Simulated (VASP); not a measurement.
**Al: single point with PBE-based screened hybrid**

Crystal: Al.

```xyz
1
Lattice="0.0000 2.0382 2.0382 2.0382 0.0000 2.0382 2.0382 2.0382 0.0000" Properties=species:S:1:pos:R:3 pbc="T T T"
Al    0.0000    0.0000    0.0000
```

```
Program             : VASP 6.6.1
Task                : single point
Functional          : PBE-based screened hybrid
Potentials or basis : VASP PAW PBE potentials, release 64 (Al)
Cutoff              : 520 eV
k mesh              : 6 × 6 × 6
Occupations         : fermi-dirac, width 0.05 eV
Spin                : no spin polarisation
```

```
Pressure : -2.2 GPa
```

Levels at points of the mesh, in eV from the Fermi level:
```tsv
k point	band 1	band 2	band 3	band 4	band 5	band 6
(0.00, 0.00, 0.00)	-12.70	12.97	12.97	12.97	14.29	14.29
(0.50, 0.00, 0.00)	-5.42	-5.24	11.56	11.56	11.76	11.76
(0.50, 0.50, 0.00)	-3.63	-2.12	5.32	5.57	5.57	9.10
```

Run time: 2.1 min on 1 thread of AMD EPYC 7R43 64-Core Processor (Zen 3), on a shared host, peak memory 0.2 GiB.

Caveat: the k points lie up to 0.44 Å⁻¹ apart; the PAW data sets were made with another functional, which shifts forces and pressure a little.
